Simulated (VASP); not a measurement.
# Co in VASP: notebook, part 2 of 2

VASP 6.6.1.

## 5. Single point, PBE, collinear spin, ferromagnetic start

This run uses another cell than the first one: it holds 2 atoms, not 1.

INCAR

```
ALGO = Normal
EDIFF = 1E-6
ENCUT = 520
GGA = PE
ISIF = 2
ISMEAR = 0
ISPIN = 2
LASPH = True
LCHARG = False
LMAXMIX = 4
LORBIT = 11
LREAL = False
LWAVE = False
MAGMOM = 1.84 1.84
NBANDS = 20
NELM = 150
PREC = Accurate
SIGMA = 0.05
```

KPOINTS

```
k-points
0
Gamma
  1 1 15
```

POSCAR

```
Co
1.0
    9.0000000000      0.0000000000      0.0000000000
    0.0000000000      9.3000000000      0.0000000000
    0.0000000000      0.0000000000      4.4595439202
Co
2
Direct
    0.5000000000      0.5000000000      0.0000000000
    0.5000000000      0.5000000000      0.4650000000
```

Potentials or basis: VASP PAW PBE potentials, release 64 (Co).

Started as:

```bash
$ cat potpaw_PBE.64/Co/POTCAR > POTCAR
$ mpirun -np 1 vasp_std > vasp.out
```

OUTCAR:

```text
EDIFF = 1E-6
   ENCUT = 520
   GGA = PE
   ISIF = 2
   ISMEAR = 0
   ISPIN = 2
   LASPH = True
   LORBIT = 11
   LREAL = False
   NELM = 150
   PREC = Accurate

 ion  position               nearest neighbor table
   1  0.500  0.500  0.000-   2 2.07   2 2.39
   2  0.500  0.500  0.465-   1 2.07   1 2.39

  LATTYP: Found a simple orthorhombic cell.
 ALAT       =     4.4595439202
 B/A-ratio  =     2.0181435952
 C/A-ratio  =     2.0854150484

  Lattice vectors:

 A1 = (   0.0000000000,   0.0000000000,   4.4595439202)
 A2 = (   9.0000000000,   0.0000000000,   0.0000000000)
 A3 = (   0.0000000000,   9.3000000000,   0.0000000000)

Analysis of symmetry for initial positions (statically):
=====================================================================
 Subroutine PRICEL returns:
 Original cell was already a primitive cell.

 Routine SETGRP: Setting up the symmetry group for a
 simple orthorhombic supercell.

 Subroutine GETGRP returns: Found  8 space group operations
 (whereof  4 operations were pure point group operations)
 out of a pool of  8 trial point group operations.

The static configuration has the point symmetry C_2v.
 The point group associated with its full space group is D_2h.

Analysis of symmetry for dynamics (positions and initial velocities):
=====================================================================
 Subroutine PRICEL returns:
 Original cell was already a primitive cell.

 Routine SETGRP: Setting up the symmetry group for a
 simple orthorhombic supercell.

 Subroutine GETGRP returns: Found  8 space group operations
 (whereof  4 operations were pure point group operations)
 out of a pool of  8 trial point group operations.

The dynamic configuration has the point symmetry C_2v.
 The point group associated with its full space group is D_2h.

Analysis of structural, dynamic, and magnetic symmetry:
=====================================================================
 Subroutine PRICEL returns:
 Original cell was already a primitive cell.

 Routine SETGRP: Setting up the symmetry group for a
[... 134 lines left out ...]
  ---------------------------------------------------
  free energy    TOTEN  =        -7.72042149 eV

  energy without entropy =       -7.71642613  energy(sigma->0) =       -7.71842381

 E-fermi :  -3.6329     XC(G=0):  -2.2910

 val. band max:       -3.7203947931   @ k =   0.0000   0.0000   0.4000
 cond. band min:      -3.6053305815   @ k =   0.0000   0.0000   0.4000
 fundamental gap:      0.1150642116
 Fermi energy:        -3.6329451106

 spin component 1

 k-point     1 :       0.0000    0.0000    0.0000
  band No.  band energies     occupation
      1      -8.3474      1.00000
      2      -7.0745      1.00000
      3      -7.0745      1.00000
      4      -6.1696      1.00000
      5      -6.1692      1.00000
      6      -5.8808      1.00000
[... 160 lines left out ...]
      6      -5.8661      1.00000
[... 12 lines left out ...]
     19       3.0021      0.00000
     20       3.4988      0.00000
 Fermi energy:        -3.6329451106

 spin component 2

 k-point     1 :       0.0000    0.0000    0.0000
  band No.  band energies     occupation
      1      -7.1859      1.00000
      2      -5.3288      1.00000
      3      -5.3288      1.00000
      4      -4.6916      1.00000
      5      -4.0772      1.00000
      6      -4.0764      1.00000
[... 173 lines left out ...]
     19       2.9898      0.00000
     20       3.4877      0.00000

------------------------ aborting loop because EDIFF is reached ----------------------------------------

  FORCE on cell =-STRESS in cart. coord.  units (eV):
  Direction    XX          YY          ZZ          XY          YZ          ZX
  --------------------------------------------------------------------------------------
  -------------------------------------------------------------------------------------
  Total       -0.0402510     -0.0284416     -1.4752960      0.0000000      0.0000000      0.0000000
  in kB       -0.1727711     -0.1220814     -6.3324802      0.0000000      0.0000000      0.0000000
  external PRESSURE =      -2.2091109 kB  Pullay stress =       0.0000000 kB

 VOLUME and BASIS-vectors are now :
 -----------------------------------------------------------------------------
  energy-cutoff  :      520.00
  volume of cell :      373.26
      direct lattice vectors                 reciprocal lattice vectors
     9.000000000  0.000000000  0.000000000     0.111111111  0.000000000  0.000000000
     0.000000000  9.300000000  0.000000000     0.000000000  0.107526882  0.000000000
     0.000000000  0.000000000  4.459543920     0.000000000  0.000000000  0.224238177

 POSITION                                       TOTAL-FORCE (eV/Angst)
 -----------------------------------------------------------------------------------
      4.50000      4.65000      0.00000         0.000000      0.000000     -0.068686
      4.50000      4.65000      2.07369         0.000000      0.000000      0.068686
 -----------------------------------------------------------------------------------
    total drift:                                0.000000      0.000000      0.000015

  FREE ENERGIE OF THE ION-ELECTRON SYSTEM (eV)
  ---------------------------------------------------
  free  energy   TOTEN  =        -7.7204214897 eV

  energy  without entropy=       -7.7164261336  energy(sigma->0) =       -7.71842381

 total charge

# of ion       s       p       d       tot
------------------------------------------
    1        0.530   0.144   7.229   7.903
    2        0.530   0.144   7.229   7.903
--------------------------------------------------
tot          1.060   0.287  14.459  15.806

 magnetization (x)

# of ion       s       p       d       tot
------------------------------------------
    1        0.057   0.012   2.111   2.179
    2        0.057   0.012   2.111   2.179
--------------------------------------------------
tot          0.113   0.024   4.221   4.359
```

Wall time 2.4 min (1 thread of Intel Xeon Platinum 8375C at 2.90GHz (Ice Lake), shared host); peak memory 0.55 GiB.

What came out:

```
Free energy                                           : -7.7204 eV
Largest force                                         : 0.069 eV/Å
Net moment                                            : 4.53 μB per cell
Site moments                                          : Co +2.18 μB
Valence electrons inside the program's atomic spheres : Co 7.90
```

Forces on the atoms (eV/Å):
```
Co   0.000  0.000 -0.069
Co   0.000  0.000  0.069
```

## 6. The runs side by side

| cell | k mesh | gap on the mesh (eV) | moment (μB) | largest force (eV/Å) |
| --- | --- | --- | --- | --- |
| a = 9.000, b = 9.300, c = 2.229 Å, 1 atom | 1 × 1 × 29 | none | 2.18 | - |
| a = 9.000, b = 9.300, c = 2.230 Å, 1 atom | 1 × 1 × 29 | none | 2.18 | - |
| a = 9.000, b = 9.300, c = 4.352 Å, 2 atoms | 1 × 1 × 15 | none | 4.48 | 0.01 |
| a = 9.000, b = 9.300, c = 4.460 Å, 2 atoms | 1 × 1 × 15 | none | 4.53 | 0.07 |

Alike in all rows: task single point; level PBE; potentials or basis VASP PAW PBE potentials, release 64 (Co); spin collinear, ferromagnetic start; cutoff (eV) 520; smearing gaussian 0.05 eV.

Absolute energies hang on the potentials; compare differences alone.
